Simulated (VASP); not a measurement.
# AlN (P6_3mc) in VASP: notebook, part 2 of 2

VASP 6.6.1.

## 4. Single point, LDA

INCAR

```
SYSTEM = AlN
  PREC = Accurate
  ENCUT = 520
  EDIFF = 1E-6
  ISMEAR = 0
  SIGMA = 0.05
  LREAL = .FALSE.
  LASPH = .TRUE.
  NELM = 60
  ALGO = Normal
  ISIF = 2
  LWAVE = .FALSE.
  LCHARG = .FALSE.
  GGA = CA
  NBANDS = 16
```

KPOINTS

```
regular mesh
0
G
  9 9 6
  0 0 0
```

POSCAR

```
AlN
1.0
    3.3305662437      0.0000000000      0.0000000000
   -1.6652831218      2.8843549760      0.0000000000
    0.0000000000      0.0000000000      4.1691689022
Al N
2 2
Direct
    0.3333333333      0.6666666667      0.7718758780
    0.6666666667      0.3333333333      0.2718758780
    0.3333333333      0.6666666667      0.2078607238
    0.6666666667      0.3333333333      0.7078607238
```

Potentials or basis: VASP PAW LDA potentials, release 64 (Al, N).

Command:

```console
> cat potpaw_LDA.64/Al/POTCAR potpaw_LDA.64/N/POTCAR > POTCAR
> mpirun -np 1 vasp_std > vasp.out
```

OUTCAR:

```text
SYSTEM = AlN
   PREC = Accurate
   ENCUT = 520
   EDIFF = 1E-6
   ISMEAR = 0
   LREAL = .FALSE.
   LASPH = .TRUE.
   NELM = 60
   ISIF = 2
   GGA = CA

 ion  position               nearest neighbor table
   1  0.333  0.667  0.772-   3 1.82   4 1.94   4 1.94   4 1.94   3 2.35   2 2.84   2 2.84   2 2.84
                             2 2.84   2 2.84   2 2.84
   2  0.667  0.333  0.272-   4 1.82   3 1.94   3 1.94   3 1.94   4 2.35   1 2.84   1 2.84   1 2.84
                             1 2.84   1 2.84   1 2.84
   3  0.333  0.667  0.208-   1 1.82   2 1.94   2 1.94   2 1.94   1 2.35
   4  0.667  0.333  0.708-   2 1.82   1 1.94   1 1.94   1 1.94   2 2.35

  LATTYP: Found a hexagonal cell.
 ALAT       =     3.3305662437
 C/A-ratio  =     1.2517898150

  Lattice vectors:

 A1 = (   3.3305662437,   0.0000000000,   0.0000000000)
 A2 = (  -1.6652831218,   2.8843549760,   0.0000000000)
 A3 = (   0.0000000000,   0.0000000000,   4.1691689022)

Analysis of symmetry for initial positions (statically):
=====================================================================
 Subroutine PRICEL returns:
 Original cell was already a primitive cell.

 Routine SETGRP: Setting up the symmetry group for a
 hexagonal supercell.

 Subroutine GETGRP returns: Found 12 space group operations
 (whereof  6 operations were pure point group operations)
 out of a pool of 24 trial point group operations.

The static configuration has the point symmetry C_3v.
 The point group associated with its full space group is C_6v.

Analysis of symmetry for dynamics (positions and initial velocities):
=====================================================================
 Subroutine PRICEL returns:
 Original cell was already a primitive cell.

 Routine SETGRP: Setting up the symmetry group for a
 hexagonal supercell.

 Subroutine GETGRP returns: Found 12 space group operations
 (whereof  6 operations were pure point group operations)
 out of a pool of 24 trial point group operations.

The dynamic configuration has the point symmetry C_3v.
 The point group associated with its full space group is C_6v.

 Subroutine INISYM returns: Found 12 space group operations
 (whereof  6 operations are pure point group operations),
 and found     1 'primitive' translations

----------------------------------------------------------------------------------------

                                     Primitive cell

  volume of cell :      40.0513

  direct lattice vectors                    reciprocal lattice vectors
     3.330566244  0.000000000  0.000000000     0.300249245  0.173348982  0.000000000
    -1.665283122  2.884354976  0.000000000     0.000000000  0.346697965  0.000000000
     0.000000000  0.000000000  4.169168902     0.000000000  0.000000000  0.239855958

  length of vectors
     3.330566244  3.330566244  4.169168902     0.346697965  0.346697965  0.239855958

  position of ions in fractional coordinates (direct lattice)
     0.333333333  0.666666667  0.771875878
     0.666666667  0.333333333  0.271875878
     0.333333333  0.666666667  0.207860724
     0.666666667  0.333333333  0.707860724

  ion indices of the primitive-cell ions
   primitive index   ion index
                 1           1
                 2           2
                 3           3
                 4           4

[... 21 lines left out ...]
 Subroutine IBZKPT returns following result:
 ===========================================

 Found     48 irreducible k-points:

 Following reciprocal coordinates:
            Coordinates               Weight
  0.000000  0.000000  0.000000      1.000000
  0.111111 -0.000000  0.000000      6.000000
  0.222222  0.000000  0.000000      6.000000
  0.333333 -0.000000  0.000000      6.000000
  0.444444  0.000000  0.000000      6.000000
  0.111111  0.111111  0.000000      6.000000
[... 16 lines left out ...]
  0.333333  0.222222  0.166667     24.000000
  0.333333  0.333333  0.166667      4.000000
 [... further k-points ...]
   k-points           NKPTS =     48   k-points in BZ     NKDIM =     48   number of bands    NBANDS=     16
   number of dos      NEDOS =    301   number of ions     NIONS =      4
   total plane-waves  NPLWV =  25088
   dimension x,y,z NGX =    28 NGY =   28 NGZ =   32
   dimension x,y,z NGXF=    56 NGYF=   56 NGZF=   64
   ions per type =               2   2
   NGX,Y,Z   is equivalent  to a cutoff of  13.98, 13.98, 12.76 a.u.
   NGXF,Y,Z  is equivalent  to a cutoff of  27.95, 27.95, 25.52 a.u.
 SYSTEM =  AlN
   PREC   = accura    normal or accurate (medium, high low for compatibility)
   ISTART =      0    job   : 0-new  1-cont  2-samecut
   ICHARG =      2    charge: 1-file 2-atom 10-const
   ISPIN  =      1    spin polarized calculation?
   LNONCOLLINEAR =      F non collinear calculations
   LSORBIT =      F    spin-orbit coupling
   LASPH  =      T    aspherical Exc in radial PAW
   ENCUT  =  520.0 eV  38.22 Ry    6.18 a.u.   6.19  6.19  7.75*2*pi/ulx,y,z
   NELM   =     60;   NELMIN=  2; NELMDL= -5     # of ELM steps
   EDIFF  = 0.1E-05   stopping-criterion for ELM
   LREAL  =      F    real-space projection
   EDIFFG = 0.1E-04   stopping-criterion for IOM
   NSW    =      0    number of steps for IOM
   IBRION =     -1    ionic relax: 0-MD 1-quasi-New 2-CG
   NFREE  =      0    steps in history (QN), initial steepest desc. (CG)
   ISIF   =      2    stress and relaxation
   ISYM   =      2    0-nonsym 1-usesym 2-fastsym
   POTIM  = 0.5000    time-step for ionic-motion
   TEBEG  =    0.0;   TEEND  =   0.0 temperature during run
   PSTRESS=    0.0 pullay stress
   NELECT =      16.0000    total number of electrons
   NUPDOWN=      -1.0000    fix difference up-down
   EMIN   =  10.00;   EMAX   =-10.00  energy-range for DOS
   EFERMI =   0.00;   METHOD = LEGACY
   ISMEAR =     0;   SIGMA  =   0.05  broadening in eV -4-tet -1-fermi 0-gaus
   EFERMI_NEDOS =   21; number of points for ismear=-14 and -15
   IALGO  =     38    algorithm
   IMIX   =      4    mixing-type and parameters
     AMIX     =   0.40;   BMIX     =  1.00
     AMIX_MAG =   1.60;   BMIX_MAG =  1.00
  volume/ion in A,a.u.               =      10.01        67.57
  Fermi-wavevector in a.u.,A,eV,Ry     =   1.205710  2.278461 19.779276  1.453736
  Thomas-Fermi vector in A             =   2.341398
   LORBIT       =      0    0 simple, 1 ext, 2 COOP (PROOUT), +10 PAW based schemes
   GGA     = CA    functional components
   LHFCALC =     F    Hartree Fock is set to
   AEXX    =    0.0000 exact exchange contribution
   IVDW    =     0    specifies the selected vdW correction
   LEPSILON=     F    determine dielectric tensor
   LRPA    =     F    only Hartree local field effects (RPA)
 non-spin polarized calculation
 Gauss-broadening in eV      SIGMA  =   0.05
  energy-cutoff  :      520.00
  volume of cell :       40.05
 maximum number of plane-waves:      1096
 NGX is ok and might be reduce to    28
   NGX = 13   NGY = 13   NGZ = 15

 number of electron      16.0000001 magnetization

 Free energy of the ion-electron system (eV)
  ---------------------------------------------------
  ext. energy  EPLUGINS =         0.00000000
  ---------------------------------------------------
  free energy    TOTEN  =       -32.17481160 eV

  energy without entropy =      -32.17481160  energy(sigma->0) =      -32.17481160

 E-fermi :   7.4677     XC(G=0): -11.4340

 val. band max:        7.1962524763   @ k =   0.0000   0.0000   0.0000
 cond. band min:      10.7454138648   @ k =   0.0000   0.0000   0.0000
 fundamental gap:      3.5491613885
 Fermi energy:         7.4677205203

 k-point     1 :       0.0000    0.0000    0.0000
  band No.  band energies     occupation
      1      -9.0136      2.00000
      2      -5.3643      2.00000
      3       0.8284      2.00000
      4       4.3385      2.00000
      5       4.3385      2.00000
      6       6.0141      2.00000
[... 433 lines left out ...]
      3       1.0792      2.00000
      4       1.9999      2.00000
      5       1.9999      2.00000
      6       4.6173      2.00000
[... 8 lines left out ...]
     15      18.8765      0.00000
     16      20.4866      0.00000

 [... further k-points ...]
[... 5 lines left out ...]
  --------------------------------------------------------------------------------------
  -------------------------------------------------------------------------------------
  Total       -3.4600300     -3.4600300      4.9993691     -0.0000000      0.0000000      0.0000000
  in kB     -138.4121362   -138.4121362    199.9905665     -0.0000000      0.0000000      0.0000000
  external PRESSURE =     -25.6112353 kB  Pullay stress =       0.0000000 kB

 VOLUME and BASIS-vectors are now :
 -----------------------------------------------------------------------------
  energy-cutoff  :      520.00
  volume of cell :       40.05
      direct lattice vectors                 reciprocal lattice vectors
     3.330566244  0.000000000  0.000000000     0.300249245  0.173348982  0.000000000
    -1.665283122  2.884354976  0.000000000     0.000000000  0.346697965  0.000000000
     0.000000000  0.000000000  4.169168902     0.000000000  0.000000000  0.239855958

 POSITION                                       TOTAL-FORCE (eV/Angst)
 -----------------------------------------------------------------------------------
     -0.00000      1.92290      3.21808         0.000000      0.000000     -1.453416
      1.66528      0.96145      1.13350         0.000000     -0.000000     -1.453416
     -0.00000      1.92290      0.86661         0.000000      0.000000      1.453416
      1.66528      0.96145      2.95119        -0.000000     -0.000000      1.453416
 -----------------------------------------------------------------------------------
    total drift:                               -0.000000     -0.000000      0.000663

  FREE ENERGIE OF THE ION-ELECTRON SYSTEM (eV)
  ---------------------------------------------------
  free  energy   TOTEN  =       -32.1748115984 eV

  energy  without entropy=      -32.1748115984  energy(sigma->0) =      -32.17481160
```

stdout:

```text
POSCAR found type information on POSCAR AlN
 POSCAR found :  2 types and       4 ions
 scaLAPACK will be used
 LDA part: xc-table for (Slater(with rela. corr.)+CA(PZ))
 , standard interpolation
 POSCAR, INCAR and KPOINTS ok, starting setup
 FFT: planning ... GRIDC
 FFT: planning ... GRID_SOFT
 FFT: planning ... GRID
 WAVECAR not read
 entering main loop
```

It took 11 s on 1 thread of Intel Xeon 6975P-C (Granite Rapids), shared host; peak memory 0.15 GiB.

Results:

- Free energy: -32.1748 eV
- Pressure: -2.6 GPa
- Largest force: 1.453 eV/Å
- Band gap on the k mesh: 3.55 eV, direct

Forces in eV/Å, atoms in the order of the input:
```
Al   0.000  0.000 -1.453
Al   0.000  0.000 -1.453
N    0.000  0.000  1.453
N    0.000  0.000  1.453
```

Levels at points of the mesh, in eV from the valence-band top:
```tsv
k point	band 6	band 7	band 8	band 9	band 10	band 11
(0.00, 0.00, 0.00)	-1.18	-1.18	0.00	3.55	4.41	8.37
(0.00, 0.00, 0.50)	-2.06	-2.06	-2.06	5.63	5.63	8.57
```

Caveat: forces of over 1 eV/Å act on the atoms, so gaps and moduli don't describe the material at rest. A k mesh can miss the band edges.

## 5. Single point, LDA

INCAR

```
  PREC = Accurate
  ENCUT = 520
  EDIFF = 1E-6
  ISMEAR = 0
  SIGMA = 0.05
  LREAL = False
  LASPH = True
  NELM = 100
  ALGO = Normal
  ISIF = 2
  LWAVE = False
  LCHARG = False
  GGA = CA
  NBANDS = 16
```

KPOINTS

```
Automatic mesh
0
Gamma
  9 9 6
```

POSCAR

```
AlN
1.0
    3.3305662437      0.0000000000      0.0000000000
   -1.6652831218      2.8843549760      0.0000000000
    0.0000000000      0.0000000000      4.1691689022
Al N
2 2
Direct
    0.3333333333      0.6666666667      0.7609379390
    0.6666666667      0.3333333333      0.2609379390
    0.3333333333      0.6666666667      0.2289303619
    0.6666666667      0.3333333333      0.7289303619
```

Command:

```console
> cat potpaw_LDA.64/Al/POTCAR potpaw_LDA.64/N/POTCAR > POTCAR
> mpirun -np 1 vasp_std > vasp.out
```

Run time: 11 s. Hardware: 1 thread of Intel Xeon 6975P-C (Granite Rapids), shared host; peak memory 0.15 GiB.

The run converged. Its results:

```
Free energy            : -32.3884 eV
Pressure               : -8.1 GPa
Largest force          : 0.345 eV/Å
Band gap on the k mesh : 3.34 eV, direct
```

Forces in eV/Å, atoms in the order of the input:
```
Al   0.000  0.000 -0.345
Al   0.000  0.000 -0.345
N    0.000  0.000  0.345
N    0.000  0.000  0.345
```

Stress tensor (GPa, compression positive):
```
-11.19   0.00   0.00
  0.00 -11.19   0.00
  0.00   0.00  -1.95
```

Levels at points of the mesh, in eV from the valence-band top:
```tsv
k point	band 5	band 6	band 7	band 8	band 9	band 10	band 11	band 12
(0.00, 0.00, 0.00)	-3.14	-1.44	-1.44	0.00	3.34	4.25	8.09	8.09
(0.00, 0.00, 0.50)	-2.33	-2.33	-2.33	-2.33	5.58	5.58	8.29	8.29
```

## 6. Single point, LDA

This run uses another cell than the first one, of 8.83 Å³/atom, 0.882 times its volume.

INCAR

```
PREC = Accurate ; ENCUT = 520
EDIFF = 1E-6 ; ISMEAR = 0
SIGMA = 0.05 ; LREAL = False
LASPH = True ; NELM = 80
ALGO = Normal ; ISIF = 2
LWAVE = False ; LCHARG = True
LELF = True ; LVHAR = True
NBANDS = 16
```

KPOINTS is that of step 5.

POSCAR

```
AlN
1.0
    3.1939629070      0.0000000000      0.0000000000
   -1.5969814535      2.7660530162      0.0000000000
    0.0000000000      0.0000000000      3.9981702366
Al N
2 2
Direct
    0.3333333333      0.6666666667      0.7664069085
    0.6666666667      0.3333333333      0.2664069085
    0.3333333333      0.6666666667      0.2183955428
    0.6666666667      0.3333333333      0.7183955428
```

Potentials or basis: VASP PAW LDA potentials, release 64 (Al, N).

Command:

```console
> cat potpaw_LDA.64/Al/POTCAR potpaw_LDA.64/N/POTCAR > POTCAR
> mpirun -np 1 vasp_std > vasp.out
```

OUTCAR:

```text
PREC = Accurate
   ENCUT = 520
   EDIFF = 1E-6
   ISMEAR = 0
   LREAL = False
   LASPH = True
   NELM = 80
   ISIF = 2

 ion  position               nearest neighbor table
   1  0.333  0.667  0.766-   3 1.81   4 1.85   4 1.85   4 1.85   3 2.19   2 2.72   2 2.72   2 2.72
                             2 2.72   2 2.72   2 2.72
   2  0.667  0.333  0.266-   4 1.81   3 1.85   3 1.85   3 1.85   4 2.19   1 2.72   1 2.72   1 2.72
                             1 2.72   1 2.72   1 2.72
   3  0.333  0.667  0.218-   1 1.81   2 1.85   2 1.85   2 1.85   1 2.19
   4  0.667  0.333  0.718-   2 1.81   1 1.85   1 1.85   1 1.85   2 2.19

[... 660 lines left out ...]
  --------------------------------------------------------------------------------------
  -------------------------------------------------------------------------------------
  Total        4.0328549      4.0328549      9.1924185      0.0000000      0.0000000      0.0000000
  in kB      182.9243540    182.9243540    416.9545516      0.0000000      0.0000000      0.0000000
  external PRESSURE =     260.9344199 kB  Pullay stress =       0.0000000 kB

 VOLUME and BASIS-vectors are now :
 -----------------------------------------------------------------------------
  energy-cutoff  :      520.00
  volume of cell :       35.32
      direct lattice vectors                 reciprocal lattice vectors
     3.193962907  0.000000000  0.000000000     0.313090674  0.180762985  0.000000000
    -1.596981453  2.766053016  0.000000000     0.000000000  0.361525970  0.000000000
     0.000000000  0.000000000  3.998170237     0.000000000  0.000000000  0.250114413

 POSITION                                       TOTAL-FORCE (eV/Angst)
 -----------------------------------------------------------------------------------
     -0.00000      1.84404      3.06423        -0.000000      0.000000     -1.518425
      1.59698      0.92202      1.06514         0.000000     -0.000000     -1.518425
     -0.00000      1.84404      0.87318         0.000000      0.000000      1.518425
      1.59698      0.92202      2.87227        -0.000000     -0.000000      1.518425
 -----------------------------------------------------------------------------------
    total drift:                               -0.000000     -0.000000     -0.000900

  FREE ENERGIE OF THE ION-ELECTRON SYSTEM (eV)
  ---------------------------------------------------
  free  energy   TOTEN  =       -32.0634875853 eV

  energy  without entropy=      -32.0634875853  energy(sigma->0) =      -32.06348759
```

OSZICAR:

```text
N       E                     dE             d eps       ncg     rms          rms(c)
DAV:   1     0.385349645031E+02    0.38535E+02   -0.76071E+03  1544   0.913E+02
DAV:   2    -0.348199351409E+02   -0.73355E+02   -0.67473E+02  2184   0.187E+02
DAV:   3    -0.375708734333E+02   -0.27509E+01   -0.27418E+01  1872   0.364E+01
DAV:   4    -0.375836926540E+02   -0.12819E-01   -0.12818E-01  1872   0.297E+00
DAV:   5    -0.375838147750E+02   -0.12212E-03   -0.12212E-03  1888   0.280E-01    0.129E+01
DAV:   6    -0.322367793091E+02    0.53470E+01   -0.10310E+01  1680   0.242E+01    0.452E+00
DAV:   7    -0.321287973250E+02    0.10798E+00   -0.66518E-01  2024   0.552E+00    0.297E+00
DAV:   8    -0.320671285686E+02    0.61669E-01   -0.95207E-02  1664   0.248E+00    0.424E-01
DAV:   9    -0.320634144111E+02    0.37142E-02   -0.97673E-03  1856   0.742E-01    0.224E-01
DAV:  10    -0.320635585625E+02   -0.14415E-03   -0.82675E-04  1720   0.204E-01    0.118E-01
DAV:  11    -0.320634871842E+02    0.71378E-04   -0.13238E-04  1800   0.899E-02    0.179E-02
DAV:  12    -0.320634875853E+02   -0.40103E-06   -0.42656E-06  1872   0.144E-02
   1 F= -.32063488E+02 E0= -.32063488E+02  d E =-.709412E-20
```

Wall time 7 s (1 thread of Intel Xeon 6975P-C (Granite Rapids), shared host); peak memory 0.14 GiB.

What came out:

```
Free energy            : -32.0635 eV
Pressure               : 26.1 GPa
Largest force          : 1.518 eV/Å
Band gap on the k mesh : 4.25 eV, indirect (least direct gap 4.34 eV)
```

Forces on the atoms (eV/Å):
```
Al   0.000  0.000 -1.518
Al   0.000  0.000 -1.518
N    0.000  0.000  1.518
N    0.000  0.000  1.518
```

Stress tensor (GPa, compression positive):
```
18.29  0.00  0.00
 0.00 18.29  0.00
 0.00  0.00 41.70
```

Levels at points of the mesh, in eV from the valence-band top:
```csv
k point,band 6,band 7,band 8,band 9,band 10,band 11
"(0.00, 0.00, 0.00)",-1.59,-1.59,0.00,4.34,5.33,8.87
"(0.00, 0.00, 0.50)",-2.54,-2.54,-2.54,6.39,6.39,8.99
```

Caveat: forces of over 1 eV/Å act on the atoms, so gaps and moduli don't describe the material at rest.
